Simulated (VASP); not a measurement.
# Ag (C2/c) in VASP: a series of runs

The runs below take Ag through single point, with PBEsol.

All numbers are computed with VASP 6.6.1; they aren't measurements. Logs are shortened: lines on timing, memory, paths and dates and some standing lists are left out, and cuts for length are marked.

### Step 1. The cell of the first run

It takes space group C2/c (No. 15, monoclinic). The conventional cell has a = 2.814 Å, b = 4.872 Å, c = 4.669 Å, α = 90.00°, β = 90.16°, γ = 90.00°. Within 3.7 Å of Ag (site symmetry 2) lie 12 Ag at 2.81 to 2.85 Å.

### Step 2. Single point, PBEsol (volume scaled by 0.96)

INCAR reads:

```
ALGO = Normal ; EDIFF = 1E-7
ENCUT = 520 ; GGA = PS
ISIF = 2 ; ISMEAR = -1
LASPH = True ; LCHARG = True
LELF = True ; LREAL = False
LVHAR = True ; LWAVE = False
NBANDS = 18 ; NELM = 100
PREC = Accurate ; SIGMA = 0.1
```

KPOINTS reads:

```
k-points
0
Gamma
  16 16 8
```

POSCAR reads:

```
Ag
1.0
   -1.8900060963      1.5550284302      1.3868675234
    1.5550284302     -1.8900060963      1.3868675234
    3.5905547094      3.5905547094     -2.0003797323
Ag
2
Direct
    0.9585787652      0.0414212348      1.0000000000
    0.7914212348      0.2085787652      0.5000000000
```

Potentials or basis: VASP PAW PBE potentials, release 64 (Ag).

Launch:

```sh
> cat potpaw_PBE.64/Ag/POTCAR > POTCAR
> mpirun -np 1 vasp_std > vasp.out
```

OUTCAR:

```text
EDIFF = 1E-7
   ENCUT = 520
   GGA = PS
   ISIF = 2
   ISMEAR = -1
   LASPH = True
   LREAL = False
   NELM = 100
   PREC = Accurate

 ion  position               nearest neighbor table
   1  0.959  0.041  0.000-   2 2.84   2 2.84   2 2.84   2 2.84   2 2.85   2 2.85
   2  0.791  0.209  0.500-   1 2.84   1 2.84   1 2.84   1 2.84   1 2.85   1 2.85

  Warning from LATTYP: Got some problem with cell dimensions!
  Tried to take original basis but could not verify dimensions!
  LATTYP: Found a base centered monoclinic cell.
 ALAT       =     2.8138987515
 B/A-ratio  =     1.7314107509
 C/A-ratio  =     1.6591145358
 COS(beta)  =    -0.0027410140

  Lattice vectors:

 A1 = (  -1.8900060963,   1.5550284302,   1.3868675234)
 A2 = (   1.5550284302,  -1.8900060963,   1.3868675234)
 A3 = (   3.2555770433,   3.2555770433,   0.7733553145)

Analysis of symmetry for initial positions (statically):
=====================================================================
 Subroutine PRICEL returns:
 Original cell was already a primitive cell.

 Routine SETGRP: Setting up the symmetry group for a
 base centered monoclinic supercell.

 Subroutine GETGRP returns: Found  4 space group operations
 (whereof  2 operations were pure point group operations)
 out of a pool of  4 trial point group operations.

The static configuration has the point symmetry C_2 .
 The point group associated with its full space group is C_2h.

Analysis of symmetry for dynamics (positions and initial velocities):
=====================================================================
 Subroutine PRICEL returns:
 Original cell was already a primitive cell.

 Routine SETGRP: Setting up the symmetry group for a
 base centered monoclinic supercell.

 Subroutine GETGRP returns: Found  4 space group operations
 (whereof  2 operations were pure point group operations)
 out of a pool of  4 trial point group operations.

The dynamic configuration has the point symmetry C_2 .
 The point group associated with its full space group is C_2h.

 Subroutine INISYM returns: Found  4 space group operations
 (whereof  2 operations are pure point group operations),
 and found     1 'primitive' translations

----------------------------------------------------------------------------------------

[... 82 lines left out ...]
 SYSTEM =  unknown system
   PREC   = accura    normal or accurate (medium, high low for compatibility)
   ISTART =      0    job   : 0-new  1-cont  2-samecut
   ICHARG =      2    charge: 1-file 2-atom 10-const
   ISPIN  =      1    spin polarized calculation?
   LNONCOLLINEAR =      F non collinear calculations
   LSORBIT =      F    spin-orbit coupling
   LASPH  =      T    aspherical Exc in radial PAW
   ENCUT  =  520.0 eV  38.22 Ry    6.18 a.u.   5.23  5.23 10.15*2*pi/ulx,y,z
   NELM   =    100;   NELMIN=  2; NELMDL= -5     # of ELM steps
   EDIFF  = 0.1E-06   stopping-criterion for ELM
   LREAL  =      F    real-space projection
   EDIFFG = 0.1E-05   stopping-criterion for IOM
   NSW    =      0    number of steps for IOM
   IBRION =     -1    ionic relax: 0-MD 1-quasi-New 2-CG
   NFREE  =      0    steps in history (QN), initial steepest desc. (CG)
   ISIF   =      2    stress and relaxation
   ISYM   =      2    0-nonsym 1-usesym 2-fastsym
   POTIM  = 0.5000    time-step for ionic-motion
   TEBEG  =    0.0;   TEEND  =   0.0 temperature during run
   PSTRESS=    0.0 pullay stress
   NELECT =      22.0000    total number of electrons
   NUPDOWN=      -1.0000    fix difference up-down
   EMIN   =  10.00;   EMAX   =-10.00  energy-range for DOS
   EFERMI =   0.00;   METHOD = LEGACY
   ISMEAR =    -1;   SIGMA  =   0.10  broadening in eV -4-tet -1-fermi 0-gaus
   EFERMI_NEDOS =   21; number of points for ismear=-14 and -15
   IALGO  =     38    algorithm
   IMIX   =      4    mixing-type and parameters
     AMIX     =   0.40;   BMIX     =  1.00
     AMIX_MAG =   1.60;   BMIX_MAG =  1.00
  volume/ion in A,a.u.               =      16.00       107.98
  Fermi-wavevector in a.u.,A,eV,Ry     =   1.444860  2.730389 28.403784  2.087619
  Thomas-Fermi vector in A             =   2.563107
   LORBIT       =      0    0 simple, 1 ext, 2 COOP (PROOUT), +10 PAW based schemes
   GGA     = PS    functional components
   LHFCALC =     F    Hartree Fock is set to
   AEXX    =    0.0000 exact exchange contribution
   IVDW    =     0    specifies the selected vdW correction
   LEPSILON=     F    determine dielectric tensor
   LRPA    =     F    only Hartree local field effects (RPA)
 non-spin polarized calculation
  energy-cutoff  :      520.00
  volume of cell :       32.00
 maximum number of plane-waves:       881
 NGX is ok and might be reduce to    24
   NGX = 11   NGY = 11   NGZ = 21

 number of electron      22.0000003 magnetization

 Free energy of the ion-electron system (eV)
  ---------------------------------------------------
  ext. energy  EPLUGINS =         0.00000000
  ---------------------------------------------------
  free energy    TOTEN  =        -6.58943028 eV

  energy without entropy =       -6.56844732  energy(sigma->0) =       -6.57893880

 E-fermi :   9.1192     XC(G=0): -12.7943

 val. band max:        9.0988765293   @ k =   0.1875  -0.0000   0.0000
 cond. band min:       9.1199905876   @ k =  -0.1875   0.0000   0.3750
 fundamental gap:      0.0211140582
 Fermi energy:         9.1191913150

 k-point     1 :       0.0000    0.0000    0.0000
  band No.  band energies     occupation
      1       0.8328      2.00000
      2       2.3169      2.00000
      3       4.0516      2.00000
      4       4.2253      2.00000
      5       4.2278      2.00000
      6       4.4799      2.00000
[... 481 lines left out ...]
      5       4.2913      2.00000
      6       4.4572      2.00000
[... 10 lines left out ...]
     17      27.5151      0.00000
     18      28.2337      0.00000

 [... further k-points ...]
[... 5 lines left out ...]
  --------------------------------------------------------------------------------------
  -------------------------------------------------------------------------------------
  Total        1.0378519      1.0378519      1.1862208     -0.1586353     -0.0261774     -0.0261773
  in kB       51.9607860     51.9607860     59.3889779     -7.9421897     -1.3105898     -1.3105867
  external PRESSURE =      54.4368500 kB  Pullay stress =       0.0000000 kB

 VOLUME and BASIS-vectors are now :
 -----------------------------------------------------------------------------
  energy-cutoff  :      520.00
  volume of cell :       32.00
      direct lattice vectors                 reciprocal lattice vectors
    -1.890006096  1.555028430  1.386867523    -0.037463683  0.252809170  0.386531486
     1.555028430 -1.890006096  1.386867523     0.252809170 -0.037463683  0.386531486
     3.590554709  3.590554709 -2.000379732     0.149299484  0.149299484  0.036061117

 POSITION                                       TOTAL-FORCE (eV/Angst)
 -----------------------------------------------------------------------------------
     -1.74731      1.41233      1.38687         0.001075     -0.001075     -0.000000
      0.62383      2.63174      0.38668        -0.001075      0.001075      0.000000
 -----------------------------------------------------------------------------------
    total drift:                                0.000000     -0.000000      0.000000

  FREE ENERGIE OF THE ION-ELECTRON SYSTEM (eV)
  ---------------------------------------------------
  free  energy   TOTEN  =        -6.5894302803 eV

  energy  without entropy=       -6.5684473241  energy(sigma->0) =       -6.57893880
```

stdout:

```text
POSCAR found type information on POSCAR Ag
 POSCAR found :  1 types and       2 ions
 scaLAPACK will be used
 -----------------------------------------------------------------------------
|                                                                             |
|                                                                             |
|     You enforced a specific xc type in the INCAR file but a different       |
|     I HOPE YOU KNOW WHAT YOU ARE DOING!                                     |
|                                                                             |
 -----------------------------------------------------------------------------

 LDA part: xc-table for (Slater+PW92), standard interpolation
 POSCAR, INCAR and KPOINTS ok, starting setup
 FFT: planning ... GRIDC
 FFT: planning ... GRID_SOFT
 FFT: planning ... GRID
 WAVECAR not read
 entering main loop
```

Run time: 2.5 min. Hardware: 1 thread of Intel Xeon 6975P-C (Granite Rapids), shared host; peak memory 0.37 GiB.

What came out:

| Quantity | Value |
| --- | --- |
| Free energy | -6.5894 eV |
| Pressure | 5.4 GPa |
| Band gap on the k mesh | zero (band 11 reaches 12.98 eV, above the bottom of band 12 at 5.70 eV) |

Caveat: the PAW data sets were made with another functional, which shifts forces and pressure a little.

### Step 3. Single point, PBEsol (volume scaled by 1.04)

INCAR reads:

```
ALGO = Normal
EDIFF = 1E-6
ENCUT = 520
GGA = PS
ISIF = 2
ISMEAR = -1
LASPH = True
LCHARG = False
LREAL = False
LWAVE = False
NBANDS = 18
NELM = 60
PREC = Accurate
SIGMA = 0.1
```

KPOINTS is that of step 2.

POSCAR reads:

```
Ag
1.0
   -1.9411119077      1.5970764373      1.4243684554
    1.5970764373     -1.9411119077      1.4243684554
    3.6876433972      3.6876433972     -2.0544700496
Ag
2
Direct
    0.9585787652      0.0414212348      1.0000000000
    0.7914212348      0.2085787652      0.5000000000
```

Potentials or basis: VASP PAW PBE potentials, release 64 (Ag).

Launch:

```sh
> cat potpaw_PBE.64/Ag/POTCAR > POTCAR
> mpirun -np 1 vasp_std > vasp.out
```

OUTCAR:

```text
EDIFF = 1E-6
   ENCUT = 520
   GGA = PS
   ISIF = 2
   ISMEAR = -1
   LASPH = True
   LREAL = False
   NELM = 60
   PREC = Accurate

 ion  position               nearest neighbor table
   1  0.959  0.041  0.000-   2 2.92   2 2.92   2 2.92   2 2.92   2 2.92   2 2.92
   2  0.791  0.209  0.500-   1 2.92   1 2.92   1 2.92   1 2.92   1 2.92   1 2.92

  Warning from LATTYP: Got some problem with cell dimensions!
  Tried to take original basis but could not verify dimensions!
  LATTYP: Found a base centered monoclinic cell.
 ALAT       =     2.8899866430
 B/A-ratio  =     1.7314107509
 C/A-ratio  =     1.6591145358
 COS(beta)  =    -0.0027410140

  Lattice vectors:

 A1 = (  -1.9411119077,   1.5970764373,   1.4243684554)
 A2 = (   1.5970764373,  -1.9411119077,   1.4243684554)
 A3 = (   3.3436079268,   3.3436079268,   0.7942668612)

Analysis of symmetry for initial positions (statically):
=====================================================================
 Subroutine PRICEL returns:
 Original cell was already a primitive cell.

 Routine SETGRP: Setting up the symmetry group for a
[... 162 lines left out ...]
 Free energy of the ion-electron system (eV)
  ---------------------------------------------------
  ext. energy  EPLUGINS =         0.00000000
  ---------------------------------------------------
  free energy    TOTEN  =        -6.59548103 eV

  energy without entropy =       -6.57542179  energy(sigma->0) =       -6.58545141

 E-fermi :   7.9713     XC(G=0): -12.3125

 val. band max:        7.9461488537   @ k =   0.5000   0.4375   0.2500
 cond. band min:       7.9742541259   @ k =   0.3125   0.0625   0.0000
 fundamental gap:      0.0281052723
 Fermi energy:         7.9712633547

 k-point     1 :       0.0000    0.0000    0.0000
  band No.  band energies     occupation
      1       0.2953      2.00000
      2       1.7004      2.00000
      3       3.2247      2.00000
      4       3.3784      2.00000
      5       3.3806      2.00000
      6       3.5973      2.00000
[... 481 lines left out ...]
      5       3.4363      2.00000
      6       3.5782      2.00000
[... 10 lines left out ...]
     17      25.4491      0.00000
     18      26.5025      0.00000

 [... further k-points ...]
[... 5 lines left out ...]
  --------------------------------------------------------------------------------------
  -------------------------------------------------------------------------------------
  Total       -0.9169016     -0.9169016     -0.8161454     -0.1042706     -0.0162523     -0.0162524
  in kB      -42.3741446    -42.3741446    -37.7177487     -4.8188131     -0.7510932     -0.7510980
  external PRESSURE =     -40.8220127 kB  Pullay stress =       0.0000000 kB

 VOLUME and BASIS-vectors are now :
 -----------------------------------------------------------------------------
  energy-cutoff  :      520.00
  volume of cell :       34.67
      direct lattice vectors                 reciprocal lattice vectors
    -1.941111908  1.597076437  1.424368455    -0.036477335  0.246153181  0.376354841
     1.597076437 -1.941111908  1.424368455     0.246153181 -0.036477335  0.376354841
     3.687643397  3.687643397 -2.054470050     0.145368710  0.145368710  0.035111696

 POSITION                                       TOTAL-FORCE (eV/Angst)
 -----------------------------------------------------------------------------------
     -1.79456      1.45052      1.42437         0.000090     -0.000090      0.000000
      0.64070      2.70291      0.39713        -0.000090      0.000090     -0.000000
 -----------------------------------------------------------------------------------
    total drift:                                0.000000     -0.000000      0.000000

  FREE ENERGIE OF THE ION-ELECTRON SYSTEM (eV)
  ---------------------------------------------------
  free  energy   TOTEN  =        -6.5954810316 eV

  energy  without entropy=       -6.5754217889  energy(sigma->0) =       -6.58545141
```

stdout:

```text
POSCAR found type information on POSCAR Ag
 POSCAR found :  1 types and       2 ions
 scaLAPACK will be used
 -----------------------------------------------------------------------------
|                                                                             |
|                                                                             |
|     You enforced a specific xc type in the INCAR file but a different       |
|     I HOPE YOU KNOW WHAT YOU ARE DOING!                                     |
|                                                                             |
 -----------------------------------------------------------------------------

 LDA part: xc-table for (Slater+PW92), standard interpolation
 POSCAR, INCAR and KPOINTS ok, starting setup
 FFT: planning ... GRIDC
 FFT: planning ... GRID_SOFT
 FFT: planning ... GRID
 WAVECAR not read
 entering main loop
```

Run time: 2.1 min. Hardware: 1 thread of Intel Xeon 6975P-C (Granite Rapids), shared host; peak memory 0.38 GiB.

Results:

```
Free energy            : -6.5955 eV
Pressure               : -4.1 GPa
Band gap on the k mesh : zero (band 11 reaches 11.62 eV, above the bottom of band 12 at 4.65 eV)
```

Caveat: the PAW data sets were made with another functional, which shifts forces and pressure a little.

[end of part 1 of 2]
